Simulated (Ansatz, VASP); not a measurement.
# Zn2SnN in VASP and in Ansatz

INCAR

```
SYSTEM = Zn2SnN
  PREC = Accurate
  ENCUT = 600
  EDIFF = 1E-7
  ISMEAR = 0
  SIGMA = 0.1
  LREAL = .FALSE.
  LASPH = .TRUE.
  NELM = 80
  ALGO = Normal
  ISIF = 3
  LWAVE = .FALSE.
  LCHARG = .FALSE.
  GGA = PE
  IBRION = 2
  NSW = 100
  EDIFFG = -0.01
```

File KPOINTS:

```
regular mesh
0
G
  18 18 6
  0 0 0
```

File POSCAR:

```
Zn2SnN
1.0
    3.1617180338      0.0000000000      0.0000000000
   -1.5808590169      2.7381281369      0.0000000000
    0.0000000000      0.0000000000      7.3185637791
Zn Sn N
2 1 1
Direct
    0.3333333333      0.6666666667      0.6630469331
    0.3333333333      0.6666666667      0.3369530669
    0.0000000000      0.0000000000      0.0000000000
    0.6666666667      0.3333333333      0.5000000000
```

Input for Ansatz:

```yaml
crystal:
  lattice:
    - [3.1617180338, 0.0, 0.0]
    - [-1.5808590169, 2.7381281369, 0.0]
    - [0.0, 0.0, 7.3185637791]
  atoms:
    - { symbol: Zn, position: [0.3333333333, 0.6666666667, 0.6630469331] }
    - { symbol: Zn, position: [0.3333333333, 0.6666666667, 0.3369530669] }
    - { symbol: Sn, position: [0.0, 0.0, 0.0] }
    - { symbol: "N", position: [0.6666666667, 0.3333333333, 0.5] }
basis:
  ecutwfc: 420
kpoints:
  mp_grid: { grid: [18, 18, 6] }
hamiltonian:
  xc: pbe
scf:
  occupations: { method: gaussian, width: 0.1 }
output:
  forces: true
  stress: true
  eigenvalues: true
relax:
  adjacent_minimum: "off"
  f_tol: 0.01
  max_steps: 80
  cell: { stress_tol: 0.05 }
```

Alike in both runs: task relaxation of cell and atoms; functional PBE; k mesh 18 × 18 × 6; occupations gaussian, width 0.1 eV; no spin polarisation.

```csv
,VASP,Ansatz
version,VASP 6.6.1,Ansatz 0.2.0
potentials or method,"VASP PAW PBE potentials, release 64 (Zn, Sn_d, N), cutoff 600 eV","scalar-relativistic, plane waves, PAW"
valence electrons in the cell,43,43
```

|  | VASP | Ansatz | Ansatz less VASP |
| --- | --- | --- | --- |
| gap on the k mesh at the Fermi level, each at its own relaxed structure (eV) | none | none | - |
| relaxed volume (Å³/atom) | 15.91 | 15.89 | -0.027 |
| relaxed cell length with the largest relative difference (Å) | 3.174 | 3.172 | -0.0028 |

A gap of «none» marks a metal or a gap that the smearing closes.
